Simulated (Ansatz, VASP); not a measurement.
# Two plane-wave programs on Cu3HAu

```
Cu Au H
1.0
     3.83622    0.00000    0.00000
     0.00000    3.83622    0.00000
     0.00000    0.00000    3.83622
Cu Au H
3 1 1
Direct
  0.00000 0.50000 0.50000
  0.50000 0.00000 0.50000
  0.50000 0.50000 0.00000
  0.00000 0.00000 0.00000
  0.50000 0.50000 0.50000
```

Alike in both runs: task relaxation of cell and atoms; functional PBE; k mesh 8 × 8 × 8; occupations gaussian, width 0.1 eV; no spin polarisation.

```csv
,VASP,Ansatz
version,VASP 6.6.1,Ansatz 0.2.0
potentials or method,"VASP PAW PBE potentials, release 64 (Cu, Au, H), cutoff 600 eV","scalar-relativistic, plane waves, PAW"
valence electrons in the cell,45,77
```

```tsv
	VASP	Ansatz	Ansatz less VASP
gap on the k mesh at the Fermi level, each at its own relaxed structure (eV)	none	none	-
relaxed volume (Å³/atom)	11.29	11.27	-0.017
relaxed cell length with the largest relative difference (Å)	3.836	3.834	-0.0020
```

A gap of «none» marks a metal or a gap that the smearing closes. VASP's potentials hold 45 valence electrons a cell and Ansatz's 77, so a difference there can come from the potentials and not from the codes.

Neither program's run includes spin-orbit coupling. Noted on VASP's run: the relaxation stopped at its first step, so nothing moved.
